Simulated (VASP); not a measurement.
Runs of VASP 6.6.1 on BaTiO3. The structure is that of space group Pm-3m (No. 221), or close to it. The cells are those of the table. 

```tsv
cell	gap on the mesh (eV)	pressure (GPa)
a = 3.970 Å, 5 atoms	1.73	1.9
a = 4.076 Å, 5 atoms	1.58	(a)
a = 3.896 Å, 5 atoms	(c)	(b)
a = 3.933 Å, 5 atoms	1.78	7.4
a = 4.041 Å, 5 atoms	1.63	-7.0
a = 4.110 Å, 5 atoms	1.53	-13.6
```

Alike in all rows: task single point; level PBEsol; potentials or basis VASP PAW PBE potentials, release 64 (Ba_sv, Ti_sv, O_h); no spin polarisation; k mesh 4 × 4 × 4; cutoff (eV) 1340; smearing gaussian 0.01 eV.

Q: Fill in the values left out.

A: (a) -10.5; (b) 13.9; (c) 1.83.

Caveats: the PAW data sets were made with another functional, which shifts forces and pressure a little; spin-orbit coupling is left out, which moves the levels of the heavy elements; the cell stands under tension (at least some runs); the cell stands under pressure (at least some runs).

A k mesh can miss the band edges, and the runs leave out spin-orbit coupling on Ba.
